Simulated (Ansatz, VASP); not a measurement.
# KF: VASP beside Ansatz

Contents of INCAR:

```
PREC = Accurate
ENCUT = 520
EDIFF = 1E-8
ISMEAR = -1
SIGMA = 0.01
LREAL = F
LASPH = T
NELM = 100
ALGO = Normal
ISIF = 2
LWAVE = F
LCHARG = F
GGA = PS
LEFG = T
NBANDS = 15
```

KPOINTS

```
regular mesh
0
Gamma
  9 9 9
```

The input POSCAR:

```
KF
1.0
   -0.0534700000      2.6467650000      2.6467650000
    2.6467650000     -0.0534700000      2.6467650000
    2.6467650000      2.6467650000     -0.0534700000
K F
1 1
Direct
    0.0000000000      0.0000000000      0.0000000000
    0.5000000000      0.5000000000      0.5000000000
```

Input for Ansatz:

```yaml
crystal:
  lattice:
    - [-0.05347, 2.646765, 2.646765]
    - [2.646765, -0.05347, 2.646765]
    - [2.646765, 2.646765, -0.05347]
  atoms:
    - { symbol: K, position: [0.0, 0.0, 0.0] }
    - { symbol: F, position: [0.5, 0.5, 0.5] }
kpoints:
  mp_grid: { grid: [9, 9, 9] }
scf:
  occupations: { method: fermi_dirac, width: 0.01 }
hamiltonian:
  xc: pbesol
  pseudopotentials: { kind: all_electron, datasets: crystal }
output:
  forces: true
  stress: true
  eigenvalues: true
  efg: { contact_densities: true }
```

Change from the starting cell: equal xy, yz and zx shear strains of -2 %, crystal datasets.

Alike in both runs: task electric field gradients; functional PBEsol; k mesh 9 × 9 × 9; occupations fermi-dirac, width 0.01 eV; no spin polarisation.

|  | VASP | Ansatz |
| --- | --- | --- |
| version | VASP 6.6.1 | Ansatz 0.2.0 |
| potentials or method | VASP PAW PBE potentials, release 64 (K_sv, F), cutoff 520 eV | all-electron PAW with datasets made for the crystal, scalar-relativistic |

|  | VASP | Ansatz | Ansatz less VASP |
| --- | --- | --- | --- |
| gap on the k mesh at the Fermi level (eV) | 6.00 | 6.01 | +0.011 |
| pressure (GPa) | -0.7 | -0.7 | -0.04 |
| traceless stress, the component that is largest in VASP (GPa) | 0.26 | 0.26 | +0.003 |
| size of Vzz on the site where it differs most (V/Å²) | 3.9 | 3.8 | -0.07 |

VASP's potentials were made for PBE, not for PBEsol. Ansatz ran all-electron here, and VASP with PAW potentials.
